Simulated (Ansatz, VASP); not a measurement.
**ReP2: VASP beside Ansatz**

```xyz
3
Lattice="4.1543 0.0000 0.0000 0.0000 4.1543 0.0000 0.0000 0.0000 2.9376" Properties=species:S:1:pos:R:3 pbc="T T T"
Re    0.0000    0.0000    0.0000
P     2.0772    0.0000    1.4688
P     0.0000    2.0772    1.4688
```

Change from the starting cell: ordered vacancies on the cation sites of caesium chloride (P4/mmm, No. 123).

Alike in both runs: task relaxation of cell and atoms; functional PBE; k mesh 4 × 4 × 6; occupations gaussian, width 0.1 eV; no spin polarisation.

|  | VASP | Ansatz |
| --- | --- | --- |
| version | VASP 6.6.1 | Ansatz 0.2.0 |
| potentials or method | VASP PAW PBE potentials, release 64 (Re, P), cutoff 600 eV | scalar-relativistic, plane waves, PAW |
| valence electrons in the cell | 17 | 25 |

|  | VASP | Ansatz | Ansatz less VASP |
| --- | --- | --- | --- |
| gap on the k mesh at the Fermi level, each at its own relaxed structure (eV) | none | none | - |
| relaxed volume (Å³/atom) | 16.03 | 15.94 | -0.092 |
| relaxed cell length with the largest relative difference (Å) | 3.960 | 3.953 | -0.0077 |

A gap of «none» marks a metal or a gap that the smearing closes. VASP's potentials hold 17 valence electrons a cell and Ansatz's 25, so a difference there can come from the potentials and not from the codes.

The k mesh is coarse, so the values compare programs but aren't converged. Neither program's run includes spin-orbit coupling.
